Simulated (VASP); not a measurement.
# Ge (P6_3/mmc) in VASP: further runs

Aim: see how the results for Ge move with the level of theory and the settings. Levels: LDA, PBEsol, BLYP+D3(BJ). Tasks: single point.

Everything below comes from runs of VASP 6.6.1. Logs are shortened: lines on timing, memory, paths and dates and some standing lists are left out, and cuts for length are marked.

**1. The cell of the first run**

Symmetry: P6_3/mmc, No. 194, hexagonal system. Conventional cell: a = 3.962 Å, b = 3.962 Å, c = 6.525 Å, α = 90.00°, β = 90.00°, γ = 120.00°. Within 3.2 Å of Ge (site symmetry 3m) lie 4 Ge at 2.43 to 2.44 Å.

**2. Single point, LDA**

INCAR

```
SYSTEM = Ge
PREC = Accurate ; ENCUT = 520
EDIFF = 1E-6 ; ISMEAR = -1
SIGMA = 0.1 ; LREAL = .FALSE.
LASPH = .TRUE. ; NELM = 60
ALGO = Normal ; ISIF = 2
LWAVE = .FALSE. ; LCHARG = .FALSE.
GGA = CA ; NBANDS = 36
```

KPOINTS

```
Automatic mesh
0
G
  8 8 4
  0 0 0
```

POSCAR

```
Ge
1.0
    3.9620648625      0.0000000000      0.0000000000
   -1.9810324312      3.4312488223      0.0000000000
    0.0000000000      0.0000000000      6.5252167933
Ge
4
Direct
    0.6666666667      0.3333333333      0.0627816118
    0.3333333333      0.6666666667      0.5627816118
    0.6666666667      0.3333333333      0.4372183882
    0.3333333333      0.6666666667      0.9372183882
```

Potentials or basis: VASP PAW LDA potentials, release 64 (Ge_d).

On the command line:

```
cat potpaw_LDA.64/Ge_d/POTCAR > POTCAR
mpirun -np 1 vasp_std > vasp.out
```

OUTCAR:

```text
SYSTEM = Ge
   PREC = Accurate
   ENCUT = 520
   EDIFF = 1E-6
   ISMEAR = -1
   LREAL = .FALSE.
   LASPH = .TRUE.
   NELM = 60
   ISIF = 2
   GGA = CA

 ion  position               nearest neighbor table
   1  0.667  0.333  0.063-   4 2.43   4 2.43   4 2.43   3 2.44
   2  0.333  0.667  0.563-   3 2.43   3 2.43   3 2.43   4 2.44
   3  0.667  0.333  0.437-   2 2.43   2 2.43   2 2.43   1 2.44
   4  0.333  0.667  0.937-   1 2.43   1 2.43   1 2.43   2 2.44

  LATTYP: Found a hexagonal cell.
 ALAT       =     3.9620648625
 C/A-ratio  =     1.6469232634

  Lattice vectors:

 A1 = (   3.9620648625,   0.0000000000,   0.0000000000)
 A2 = (  -1.9810324312,   3.4312488223,   0.0000000000)
 A3 = (   0.0000000000,   0.0000000000,   6.5252167933)

Analysis of symmetry for initial positions (statically):
=====================================================================
 Subroutine PRICEL returns:
 Original cell was already a primitive cell.

 Routine SETGRP: Setting up the symmetry group for a
 hexagonal supercell.

 Subroutine GETGRP returns: Found 24 space group operations
 (whereof 12 operations were pure point group operations)
 out of a pool of 24 trial point group operations.

The static configuration has the point symmetry D_3d.
 The point group associated with its full space group is D_6h.

Analysis of symmetry for dynamics (positions and initial velocities):
=====================================================================
 Subroutine PRICEL returns:
 Original cell was already a primitive cell.

 Routine SETGRP: Setting up the symmetry group for a
 hexagonal supercell.

 Subroutine GETGRP returns: Found 24 space group operations
 (whereof 12 operations were pure point group operations)
 out of a pool of 24 trial point group operations.

The dynamic configuration has the point symmetry D_3d.
 The point group associated with its full space group is D_6h.

 Subroutine INISYM returns: Found 24 space group operations
 (whereof 12 operations are pure point group operations),
 and found     1 'primitive' translations

----------------------------------------------------------------------------------------

                                     Primitive cell

  volume of cell :      88.7092

  direct lattice vectors                    reciprocal lattice vectors
     3.962064863  0.000000000  0.000000000     0.252393647  0.145719540  0.000000000
    -1.981032431  3.431248822  0.000000000     0.000000000  0.291439080  0.000000000
     0.000000000  0.000000000  6.525216793     0.000000000  0.000000000  0.153251613

  length of vectors
     3.962064863  3.962064862  6.525216793     0.291439080  0.291439080  0.153251613

  position of ions in fractional coordinates (direct lattice)
     0.666666667  0.333333333  0.062781612
     0.333333333  0.666666667  0.562781612
     0.666666667  0.333333333  0.437218388
     0.333333333  0.666666667  0.937218388

  ion indices of the primitive-cell ions
   primitive index   ion index
                 1           1
                 2           2
                 3           3
                 4           4

----------------------------------------------------------------------------------------

 KPOINTS: Automatic mesh

Automatic generation of k-mesh.
 Grid dimensions read from file:
 generate k-points for:    8    8    4

 Generating k-lattice:

  Cartesian coordinates                     Fractional coordinates (reciprocal lattice)
     0.031549206  0.018214942  0.000000000     0.125000000 -0.000000000  0.000000000
     0.000000000  0.036429885  0.000000000     0.000000000  0.125000000  0.000000000
     0.000000000  0.000000000  0.038312903     0.000000000  0.000000000  0.250000000

  Length of vectors
     0.036429885  0.036429885  0.038312903

  Shift w.r.t. Gamma in fractional coordinates (k-lattice)
     0.000000000  0.000000000  0.000000000

 Subroutine IBZKPT returns following result:
 ===========================================

 Found     30 irreducible k-points:

 Following reciprocal coordinates:
            Coordinates               Weight
  0.000000  0.000000  0.000000      1.000000
  0.125000 -0.000000  0.000000      6.000000
  0.250000 -0.000000  0.000000      6.000000
  0.375000  0.000000  0.000000      6.000000
  0.500000 -0.000000  0.000000      3.000000
  0.125000  0.125000  0.000000      6.000000
[... 16 lines left out ...]
  0.250000 -0.000000  0.500000      6.000000
  0.375000  0.000000  0.500000      6.000000
 [... further k-points ...]
   k-points           NKPTS =     30   k-points in BZ     NKDIM =     30   number of bands    NBANDS=     36
   number of dos      NEDOS =    301   number of ions     NIONS =      4
   total plane-waves  NPLWV =  45000
   dimension x,y,z NGX =    30 NGY =   30 NGZ =   50
   dimension x,y,z NGXF=    60 NGYF=   60 NGZF=  100
   ions per type =               4
   NGX,Y,Z   is equivalent  to a cutoff of  12.59, 12.59, 12.74 a.u.
   NGXF,Y,Z  is equivalent  to a cutoff of  25.18, 25.18, 25.48 a.u.
 SYSTEM =  Ge
   PREC   = accura    normal or accurate (medium, high low for compatibility)
   ISTART =      0    job   : 0-new  1-cont  2-samecut
   ICHARG =      2    charge: 1-file 2-atom 10-const
   ISPIN  =      1    spin polarized calculation?
   LNONCOLLINEAR =      F non collinear calculations
   LSORBIT =      F    spin-orbit coupling
   LASPH  =      T    aspherical Exc in radial PAW
   ENCUT  =  520.0 eV  38.22 Ry    6.18 a.u.   7.37  7.37 12.13*2*pi/ulx,y,z
   NELM   =     60;   NELMIN=  2; NELMDL= -5     # of ELM steps
   EDIFF  = 0.1E-05   stopping-criterion for ELM
   LREAL  =      F    real-space projection
   EDIFFG = 0.1E-04   stopping-criterion for IOM
   NSW    =      0    number of steps for IOM
   IBRION =     -1    ionic relax: 0-MD 1-quasi-New 2-CG
   NFREE  =      0    steps in history (QN), initial steepest desc. (CG)
   ISIF   =      2    stress and relaxation
   ISYM   =      2    0-nonsym 1-usesym 2-fastsym
   POTIM  = 0.5000    time-step for ionic-motion
   TEBEG  =    0.0;   TEEND  =   0.0 temperature during run
   PSTRESS=    0.0 pullay stress
   NELECT =      56.0000    total number of electrons
   NUPDOWN=      -1.0000    fix difference up-down
   EMIN   =  10.00;   EMAX   =-10.00  energy-range for DOS
   EFERMI =   0.00;   METHOD = LEGACY
   ISMEAR =    -1;   SIGMA  =   0.10  broadening in eV -4-tet -1-fermi 0-gaus
   EFERMI_NEDOS =   21; number of points for ismear=-14 and -15
   IALGO  =     38    algorithm
   IMIX   =      4    mixing-type and parameters
     AMIX     =   0.40;   BMIX     =  1.00
     AMIX_MAG =   1.60;   BMIX_MAG =  1.00
  volume/ion in A,a.u.               =      22.18       149.66
  Fermi-wavevector in a.u.,A,eV,Ry     =   1.404369  2.653873 26.834125  1.972253
  Thomas-Fermi vector in A             =   2.526938
   LORBIT       =      0    0 simple, 1 ext, 2 COOP (PROOUT), +10 PAW based schemes
   GGA     = CA    functional components
   LHFCALC =     F    Hartree Fock is set to
   AEXX    =    0.0000 exact exchange contribution
   IVDW    =     0    specifies the selected vdW correction
   LEPSILON=     F    determine dielectric tensor
   LRPA    =     F    only Hartree local field effects (RPA)
 non-spin polarized calculation
  energy-cutoff  :      520.00
  volume of cell :       88.71
 maximum number of plane-waves:      2412
 NGX is ok and might be reduce to    30
   NGX = 15   NGY = 15   NGZ = 25

 number of electron      56.0000039 magnetization

 Free energy of the ion-electron system (eV)
  ---------------------------------------------------
  ext. energy  EPLUGINS =         0.00000000
  ---------------------------------------------------
  free energy    TOTEN  =       -20.71375249 eV

  energy without entropy =      -20.70555734  energy(sigma->0) =      -20.70965492

 E-fermi :   4.9887     XC(G=0): -10.3823

 val. band max:        4.8392114698   @ k =   0.0000   0.0000   0.0000
 cond. band min:       5.0456607391   @ k =   0.0000   0.0000   0.2500
 fundamental gap:      0.2064492693
 Fermi energy:         4.9886914645

 k-point     1 :       0.0000    0.0000    0.0000
  band No.  band energies     occupation
      1     -20.0867      2.00000
      2     -20.0867      2.00000
      3     -20.0476      2.00000
      4     -20.0454      2.00000
      5     -20.0454      2.00000
      6     -20.0326      2.00000
[... 28 lines left out ...]
     35       9.5673      0.00000
     36      10.9464      0.00000

 k-point     2 :       0.1250   -0.0000    0.0000
  band No.  band energies     occupation
      1     -20.0965      2.00000
      2     -20.0900      2.00000
      3     -20.0569      2.00000
      4     -20.0510      2.00000
      5     -20.0453      2.00000
      6     -20.0213      2.00000
[... 28 lines left out ...]
     35      10.2493      0.00000
     36      11.1167      0.00000

 k-point     3 :       0.2500   -0.0000    0.0000
  band No.  band energies     occupation
      1     -20.1068      2.00000
      2     -20.0948      2.00000
      3     -20.0715      2.00000
      4     -20.0604      2.00000
      5     -20.0409      2.00000
      6     -20.0091      2.00000
[... 28 lines left out ...]
     35      11.4482      0.00000
     36      11.8349      0.00000
[... 742 lines left out ...]
 k-point    23 :       0.2500   -0.0000    0.5000
  band No.  band energies     occupation
      1     -20.0812      2.00000
      2     -20.0812      2.00000
      3     -20.0798      2.00000
      4     -20.0798      2.00000
      5     -20.0324      2.00000
      6     -20.0324      2.00000
[... 28 lines left out ...]
     35      10.6961      0.00000
     36      10.6961      0.00000

 k-point    24 :       0.3750    0.0000    0.5000
  band No.  band energies     occupation
      1     -20.0832      2.00000
      2     -20.0832      2.00000
      3     -20.0813      2.00000
      4     -20.0813      2.00000
      5     -20.0268      2.00000
      6     -20.0268      2.00000
[... 28 lines left out ...]
     35      12.4790      0.00000
     36      12.4790      0.00000

 [... further k-points ...]

------------------------ aborting loop because EDIFF is reached ----------------------------------------

  FORCE on cell =-STRESS in cart. coord.  units (eV):
  Direction    XX          YY          ZZ          XY          YZ          ZX
  --------------------------------------------------------------------------------------
  -------------------------------------------------------------------------------------
  Total        0.0902080      0.0902080      0.0990094      0.0000000      0.0000000      0.0000000
  in kB        1.6292469      1.6292469      1.7882087      0.0000000      0.0000000      0.0000000
  external PRESSURE =       1.6822342 kB  Pullay stress =       0.0000000 kB

 VOLUME and BASIS-vectors are now :
 -----------------------------------------------------------------------------
  energy-cutoff  :      520.00
  volume of cell :       88.71
      direct lattice vectors                 reciprocal lattice vectors
     3.962064863  0.000000000  0.000000000     0.252393647  0.145719540  0.000000000
    -1.981032431  3.431248822  0.000000000     0.000000000  0.291439080  0.000000000
     0.000000000  0.000000000  6.525216793     0.000000000  0.000000000  0.153251613

 POSITION                                       TOTAL-FORCE (eV/Angst)
 -----------------------------------------------------------------------------------
      1.98103      1.14375      0.40966        -0.000000     -0.000000     -0.000637
     -0.00000      2.28750      3.67227        -0.000000      0.000000     -0.000637
      1.98103      1.14375      2.85294         0.000000      0.000000      0.000637
     -0.00000      2.28750      6.11555         0.000000      0.000000      0.000637
 -----------------------------------------------------------------------------------
    total drift:                               -0.000000      0.000000     -0.000000

  FREE ENERGIE OF THE ION-ELECTRON SYSTEM (eV)
  ---------------------------------------------------
  free  energy   TOTEN  =       -20.7137524919 eV

  energy  without entropy=      -20.7055573408  energy(sigma->0) =      -20.70965492
```

It took 27 s on 1 thread of Intel Xeon 6975P-C (Granite Rapids), shared host; peak memory 0.2 GiB.

What came out:

```
Free energy            : -20.7138 eV
Pressure               : 0.2 GPa
Band gap on the k mesh : zero (band 28 reaches 5.08 eV, above the bottom of band 29 at 5.05 eV)
```

**3. Single point, PBEsol**

This run uses another cell than the first one, of 22.83 Å³/atom, 1.029 times its volume.

INCAR

```
PREC = Accurate
ENCUT = 520
EDIFF = 1E-6
ISMEAR = -1
SIGMA = 0.1
LREAL = F
LASPH = T
NELM = 60
ALGO = Normal
ISIF = 2
LWAVE = F
LCHARG = F
GGA = PS
NBANDS = 36
```

KPOINTS

```
Automatic mesh
0
Gamma
  8 8 4
```

POSCAR

```
Ge
1.0
    4.0008212749      0.0000000000      0.0000000000
   -2.0004106375      3.4648128601      0.0000000000
    0.0000000000      0.0000000000      6.5872581364
Ge
4
Direct
    0.6666666667      0.3333333333      0.0627319596
    0.3333333333      0.6666666667      0.5627319596
    0.6666666667      0.3333333333      0.4372680404
    0.3333333333      0.6666666667      0.9372680404
```

Potentials or basis: VASP PAW PBE potentials, release 64 (Ge_d).

On the command line:

```
cat potpaw_PBE.64/Ge_d/POTCAR > POTCAR
mpirun -np 1 vasp_std > vasp.out
```

Wall time 32 s (1 thread of Intel Xeon 6975P-C (Granite Rapids), shared host); peak memory 0.23 GiB.

The run converged. Its results:

```
Free energy            : -19.6802 eV
Pressure               : -0.1 GPa
Band gap on the k mesh : 0.07 eV, indirect (least direct gap 0.15 eV)
```

Forces in eV/Å, atoms in the order of the input:
```
Ge   0.000  0.000  0.002
Ge   0.000  0.000  0.002
Ge   0.000  0.000 -0.002
Ge   0.000  0.000 -0.002
```

Levels at points of the mesh, in eV from the valence-band top:
```tsv
k point	band 24	band 25	band 26	band 27	band 28	band 29	band 30	band 31	band 32	band 33
(0.00, 0.00, 0.00)	-1.47	-1.47	-0.14	-0.12	0.00	0.15	0.15	2.26	2.26	2.78
(0.50, 0.00, 0.00)	-6.72	-4.58	-3.06	-2.81	-1.42	0.48	1.64	3.54	3.71	4.36
(0.00, 0.00, 0.50)	-4.78	-0.84	-0.84	-0.84	-0.84	0.65	0.65	3.37	3.37	3.37
(0.50, 0.00, 0.50)	-7.86	-2.52	-2.52	-2.39	-2.39	0.50	0.50	2.09	2.09	6.13
```

Caveat: the PAW data sets were made with another functional, which shifts forces and pressure a little. A k mesh can miss the band edges.

**4. Single point, BLYP+D3(BJ)**

This run uses another cell than the first one, of 23.45 Å³/atom, 1.057 times its volume.

INCAR

```
SYSTEM = Ge
PREC = Accurate
ENCUT = 520
EDIFF = 1E-6
ISMEAR = -1
SIGMA = 0.1
LREAL = .False.
LASPH = .True.
NELM = 100
ALGO = Normal
ISIF = 2
LWAVE = .False.
LCHARG = .True.
GGA = B5
ALDAX = 1.0
AGGAX = 1.0
AGGAC = 1.0
ALDAC = 0.0
IVDW = 12
VDW_S6 = 1.0
VDW_S8 = 2.6996
VDW_A1 = 0.4298
VDW_A2 = 4.2359
LELF = .True.
LVHAR = .True.
NBANDS = 36
```

KPOINTS

```
regular mesh
0
Gamma
  8 8 4
  0 0 0
```

POSCAR

```
Ge
1.0
    4.0328035277      0.0000000000      0.0000000000
   -2.0164017639      3.4925103035      0.0000000000
    0.0000000000      0.0000000000      6.6598053953
Ge
4
Direct
    0.6666666667      0.3333333333      0.0630623797
    0.3333333333      0.6666666667      0.5630623797
    0.6666666667      0.3333333333      0.4369376203
    0.3333333333      0.6666666667      0.9369376203
```

On the command line:

```
cat potpaw_PBE.64/Ge_d/POTCAR > POTCAR
mpirun -np 1 vasp_std > vasp.out
```

Run time: 48 s. Hardware: 1 thread of Intel Xeon 6975P-C (Granite Rapids), shared host; peak memory 0.24 GiB.

The run converged. Its results:

- Free energy: -17.7968 eV
- Pressure: 0.2 GPa
- Largest force: 0.003 eV/Å
- Band gap on the k mesh: 0.19 eV, indirect (least direct gap 0.24 eV)
- Dispersion energy per atom: -0.658 eV

Forces in eV/Å, atoms in the order of the input:
```
Ge   0.000  0.000  0.003
Ge   0.000  0.000  0.003
Ge   0.000  0.000 -0.003
Ge   0.000  0.000 -0.003
```

Levels at points of the mesh, in eV from the valence-band top:
```
           k point  band 26  band 27  band 28  band 29  band 30  band 31
(0.00, 0.00, 0.00)    -0.33    -0.03     0.00     0.24     0.24     2.43
(0.50, 0.00, 0.00)    -2.80    -2.51    -1.25     0.82     1.69     3.82
(0.00, 0.00, 0.50)    -0.68    -0.68    -0.68     0.73     0.73     3.52
(0.50, 0.00, 0.50)    -2.33    -2.17    -2.17     0.69     0.69     2.42
```

Caveat: the PAW data sets were made with another functional, which shifts forces and pressure a little. A k mesh can miss the band edges.

**5. Overview**

| level | potentials or basis | cell | gap on the mesh (eV) | pressure (GPa) |
| --- | --- | --- | --- | --- |
| LDA | VASP PAW LDA potentials, release 64 (Ge_d) | a = 3.962, b = 3.962, c = 6.525 Å, angles 90.0, 90.0, 120.0°, 4 atoms | none | 0.2 |
| PBEsol | VASP PAW PBE potentials, release 64 (Ge_d) | a = 4.001, b = 4.001, c = 6.587 Å, angles 90.0, 90.0, 120.0°, 4 atoms | 0.07 | -0.1 |
| BLYP+D3(BJ) | VASP PAW PBE potentials, release 64 (Ge_d) | a = 4.033, b = 4.033, c = 6.660 Å, angles 90.0, 90.0, 120.0°, 4 atoms | 0.19 | 0.2 |

Alike in all rows: task single point; no spin polarisation; k mesh 8 × 8 × 4; cutoff (eV) 520; smearing fermi-dirac 0.1 eV.

Caveats: the PAW data sets were made with another functional, which shifts forces and pressure a little (some runs).

Absolute energies hang on the potentials; compare differences alone.
